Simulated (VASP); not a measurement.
# Bi2C3N6 (R32) in VASP: single point with PBE

Aim: the single point of Bi2C3N6 with PBE.

All numbers are computed with VASP 6.6.1; they aren't measurements. Logs are shortened: lines on timing, memory, paths and dates and some standing lists are left out, and cuts for length are marked.

**1. The cell of the first run**

It takes space group R32 (No. 155, trigonal). The conventional cell has a = 6.768 Å, b = 6.768 Å, c = 15.282 Å, α = 90.00°, β = 90.00°, γ = 120.00°. Within 3.3 Å of Bi (site symmetry 3) lie 6 N at 2.45 to 2.49 Å and 3 C at 3.26 Å. C (site symmetry 2) has 2 N at 1.23 Å within 1.7 Å. Within 1.7 Å of N (site symmetry 1) lie 1 C at 1.23 Å.

**2. Single point, PBE**

The input, INCAR:

```
SYSTEM = Bi2C3N6
PREC = Accurate
ENCUT = 520
EDIFF = 1E-7
ISMEAR = 0
SIGMA = 0.01
LREAL = .False.
LASPH = .True.
NELM = 80
ALGO = Normal
ISIF = 2
LWAVE = .False.
LCHARG = .True.
GGA = PE
LELF = .True.
LVHAR = .True.
NBANDS = 47
```

The input, KPOINTS:

```
regular mesh
0
Gamma
  3 3 3
  0 0 0
```

The input, POSCAR:

```
Bi2C3N6
1.0
    3.3842460000      1.9538960000      5.0940350000
   -3.3842460000      1.9538960000      5.0940350000
    0.0000000000     -3.9077910000      5.0940350000
Bi C N
2 3 6
Direct
    0.1749180000      0.1749180000      0.1749180000
    0.8250820000      0.8250820000      0.8250820000
    0.0000000000      0.7246010000      0.2753990000
    0.7246010000      0.2753990000      0.0000000000
    0.2753990000      0.0000000000      0.7246010000
    0.3883510000      0.9920190000      0.8425920000
    0.9920190000      0.8425920000      0.3883510000
    0.8425920000      0.3883510000      0.9920190000
    0.1574080000      0.0079810000      0.6116490000
    0.6116490000      0.1574080000      0.0079810000
    0.0079810000      0.6116490000      0.1574080000
```

Potentials or basis: VASP PAW PBE potentials, release 64 (Bi_d, C, N).

Launch:

```console
$ cat potpaw_PBE.64/Bi_d/POTCAR potpaw_PBE.64/C/POTCAR potpaw_PBE.64/N/POTCAR > POTCAR
$ mpirun -np 1 vasp_std > vasp.out
```

OUTCAR:

```text
SYSTEM = Bi2C3N6
   PREC = Accurate
   ENCUT = 520
   EDIFF = 1E-7
   ISMEAR = 0
   LREAL = .False.
   LASPH = .True.
   NELM = 80
   ISIF = 2
   GGA = PE

 ion  position               nearest neighbor table
   1  0.175  0.175  0.175-   8 2.45   6 2.45   7 2.45  11 2.49  10 2.49   9 2.49   2 3.92   2 3.92
                             2 3.92
   2  0.825  0.825  0.825-  10 2.45  11 2.45   9 2.45   6 2.49   8 2.49   7 2.49   1 3.92   1 3.92
                             1 3.92
   3  0.000  0.725  0.275-   7 1.23  11 1.23
   4  0.725  0.275  0.000-   8 1.23  10 1.23
   5  0.275  0.000  0.725-   9 1.23   6 1.23
   6  0.388  0.992  0.843-   5 1.23   1 2.45   2 2.49
   7  0.992  0.843  0.388-   3 1.23   1 2.45   2 2.49
   8  0.843  0.388  0.992-   4 1.23   1 2.45   2 2.49
   9  0.157  0.008  0.612-   5 1.23   2 2.45   1 2.49
  10  0.612  0.157  0.008-   4 1.23   2 2.45   1 2.49
  11  0.008  0.612  0.157-   3 1.23   2 2.45   1 2.49

  LATTYP: Found a trigonal (rhomboedric) cell.
 ALAT       =     6.4202821652
 COS(alpha) =     0.4442931855

  Lattice vectors:

 A1 = (   3.3842460000,   1.9538960000,   5.0940350000)
 A2 = (  -3.3842460000,   1.9538960000,   5.0940350000)
 A3 = (   0.0000000000,  -3.9077910000,   5.0940350000)

Analysis of symmetry for initial positions (statically):
=====================================================================
 Subroutine PRICEL returns:
 Original cell was already a primitive cell.

 Routine SETGRP: Setting up the symmetry group for a
 trigonal (rhombohedral) supercell.

 Subroutine GETGRP returns: Found  6 space group operations
 (whereof  6 operations were pure point group operations)
 out of a pool of 12 trial point group operations.

The static configuration has the point symmetry D_3 .

Analysis of symmetry for dynamics (positions and initial velocities):
=====================================================================
 Subroutine PRICEL returns:
 Original cell was already a primitive cell.

 Routine SETGRP: Setting up the symmetry group for a
 trigonal (rhombohedral) supercell.

 Subroutine GETGRP returns: Found  6 space group operations
 (whereof  6 operations were pure point group operations)
 out of a pool of 12 trial point group operations.

The dynamic configuration has the point symmetry D_3 .
[... 103 lines left out ...]
   NFREE  =      0    steps in history (QN), initial steepest desc. (CG)
   ISIF   =      2    stress and relaxation
   ISYM   =      2    0-nonsym 1-usesym 2-fastsym
   POTIM  = 0.5000    time-step for ionic-motion
   TEBEG  =    0.0;   TEEND  =   0.0 temperature during run
   PSTRESS=    0.0 pullay stress
   NELECT =      72.0000    total number of electrons
   NUPDOWN=      -1.0000    fix difference up-down
   EMIN   =  10.00;   EMAX   =-10.00  energy-range for DOS
   EFERMI =   0.00;   METHOD = LEGACY
   ISMEAR =     0;   SIGMA  =   0.01  broadening in eV -4-tet -1-fermi 0-gaus
   EFERMI_NEDOS =   21; number of points for ismear=-14 and -15
   IALGO  =     38    algorithm
   IMIX   =      4    mixing-type and parameters
     AMIX     =   0.40;   BMIX     =  1.00
     AMIX_MAG =   1.60;   BMIX_MAG =  1.00
  volume/ion in A,a.u.               =      18.37       123.99
  Fermi-wavevector in a.u.,A,eV,Ry     =   1.160540  2.193103 18.325054  1.346853
  Thomas-Fermi vector in A             =   2.297122
   LORBIT       =      0    0 simple, 1 ext, 2 COOP (PROOUT), +10 PAW based schemes
   GGA     = PE    functional components
   LHFCALC =     F    Hartree Fock is set to
   AEXX    =    0.0000 exact exchange contribution
   IVDW    =     0    specifies the selected vdW correction
   LEPSILON=     F    determine dielectric tensor
   LRPA    =     F    only Hartree local field effects (RPA)
 non-spin polarized calculation
 Gauss-broadening in eV      SIGMA  =   0.01
  energy-cutoff  :      520.00
  volume of cell :      202.10
 maximum number of plane-waves:      5461
   NGX = 23   NGY = 23   NGZ = 23

 number of electron      71.9999997 magnetization

 Free energy of the ion-electron system (eV)
  ---------------------------------------------------
  ext. energy  EPLUGINS =         0.00000000
  ---------------------------------------------------
  free energy    TOTEN  =       -82.51191283 eV

  energy without entropy =      -82.51191283  energy(sigma->0) =      -82.51191283

 E-fermi :   2.1025     XC(G=0):  -8.1281

 val. band max:        2.0323446455   @ k =   0.0000   0.0000   0.0000
 cond. band min:       3.4431486359   @ k =   0.3333   0.3333   0.3333
 fundamental gap:      1.4108039904
 Fermi energy:         2.1024985754

 k-point     1 :       0.0000    0.0000    0.0000
  band No.  band energies     occupation
      1     -20.9969      2.00000
      2     -20.9969      2.00000
      3     -20.9653      2.00000
      4     -20.9653      2.00000
      5     -20.9566      2.00000
      6     -20.9566      2.00000
[... 289 lines left out ...]
     46       8.5274      0.00000
     47       8.9181      0.00000

------------------------ aborting loop because EDIFF is reached ----------------------------------------

  FORCE on cell =-STRESS in cart. coord.  units (eV):
  Direction    XX          YY          ZZ          XY          YZ          ZX
  --------------------------------------------------------------------------------------
  -------------------------------------------------------------------------------------
  Total       -0.0598704     -0.0598705     -0.0688556      0.0000000     -0.0000000      0.0000000
  in kB       -0.4746206     -0.4746207     -0.5458504      0.0000000     -0.0000000      0.0000000
  external PRESSURE =      -0.4983639 kB  Pullay stress =       0.0000000 kB

 VOLUME and BASIS-vectors are now :
 -----------------------------------------------------------------------------
  energy-cutoff  :      520.00
  volume of cell :      202.10
      direct lattice vectors                 reciprocal lattice vectors
     3.384246000  1.953896000  5.094035000     0.147743397  0.085299676  0.065436006
    -3.384246000  1.953896000  5.094035000    -0.147743397  0.085299676  0.065436006
     0.000000000 -3.907791000  5.094035000     0.000000000 -0.170599351  0.065436023

 POSITION                                       TOTAL-FORCE (eV/Angst)
 -----------------------------------------------------------------------------------
      0.00000      0.00000      2.67312        -0.000000     -0.000000     -0.001984
      0.00000      0.00000     12.60899        -0.000000      0.000000      0.001984
     -2.45223      0.33959      5.09403         0.001817     -0.003147      0.000000
      1.52021      1.95390      5.09403        -0.003634      0.000000      0.000000
      0.93202     -2.29349      5.09403         0.001817      0.003147      0.000000
     -2.04296     -0.59557     11.32385        -0.001777     -0.003414     -0.005366
      0.50570      2.06704     11.32385        -0.002068      0.003246     -0.005366
      1.53726     -1.47147     11.32385         0.003845      0.000168     -0.005366
      0.50570     -2.06704      3.95826        -0.002068     -0.003246      0.005366
      1.53726      1.47147      3.95826         0.003845     -0.000168      0.005366
     -2.04296      0.59558      3.95826        -0.001777      0.003414      0.005366
 -----------------------------------------------------------------------------------
    total drift:                               -0.000017      0.000000     -0.000000

  FREE ENERGIE OF THE ION-ELECTRON SYSTEM (eV)
  ---------------------------------------------------
  free  energy   TOTEN  =       -82.5119128311 eV

  energy  without entropy=      -82.5119128311  energy(sigma->0) =      -82.51191283
```

stdout:

```text
POSCAR found type information on POSCAR BiC N
 POSCAR found :  3 types and      11 ions
 scaLAPACK will be used
 LDA part: xc-table for (Slater+PW92), standard interpolation
 POSCAR, INCAR and KPOINTS ok, starting setup
 FFT: planning ... GRIDC
 FFT: planning ... GRID_SOFT
 FFT: planning ... GRID
 WAVECAR not read
 entering main loop
```

Run time: 2.7 min. Hardware: 1 thread of Intel Xeon 8259CL, shared host; peak memory 0.34 GiB.

What came out:

```
Free energy            : -82.5119 eV
Pressure               : 0.0 GPa
Largest force          : 0.007 eV/Å
Band gap on the k mesh : 1.41 eV (least direct gap 1.81 eV)
```

Forces in eV/Å, atoms in the order of the input:
```
Bi   0.000  0.000 -0.002
Bi   0.000  0.000  0.002
C    0.002 -0.003  0.000
C   -0.004  0.000  0.000
C    0.002  0.003  0.000
N   -0.002 -0.003 -0.005
N   -0.002  0.003 -0.005
N    0.004  0.000 -0.005
N   -0.002 -0.003  0.005
N    0.004  0.000  0.005
N   -0.002  0.003  0.005
```

Caveat: spin-orbit coupling is left out, which moves the levels of the heavy elements; an odd mesh through Γ misses points on the zone boundary, where band edges can lie.
